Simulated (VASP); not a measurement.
Runs of VASP 6.6.1 on VSiPt3. The structure is that of space group Pm-3m (No. 221), or close to it. The cells are those of the table. 

```csv
task,cell,k mesh,cutoff (eV),gap on the mesh (eV),pressure (GPa),moment (μB)
single point,"a = 4.113 Å, 5 atoms",4 × 4 × 4,520,none,72.6,(a)
single point,"a = 4.504 Å, 5 atoms",4 × 4 × 4,520,none,0.2,3.14
single point,"a = 4.507 Å, 5 atoms",8 × 8 × 8,520,none,0.1,3.17
relaxation of cell and atoms,"relaxed from a = 4.113 Å, 5 atoms",4 × 4 × 4,600,none,0.1,3.14
```

Alike in all rows: level PBE; potentials or basis VASP PAW PBE potentials, release 64 (V_sv, Si, Pt); spin collinear, ferromagnetic start; smearing gaussian 0.1 eV.

Task: Fill in the values left out.

Result: (a) 3.12.

Caveats: some runs use coarse meshes; spin-orbit coupling is left out, which moves the levels of the heavy elements.

A k mesh can miss the band edges, and the runs leave out spin-orbit coupling on Pt.

A gap of «none» marks levels without a gap at the run's occupations.
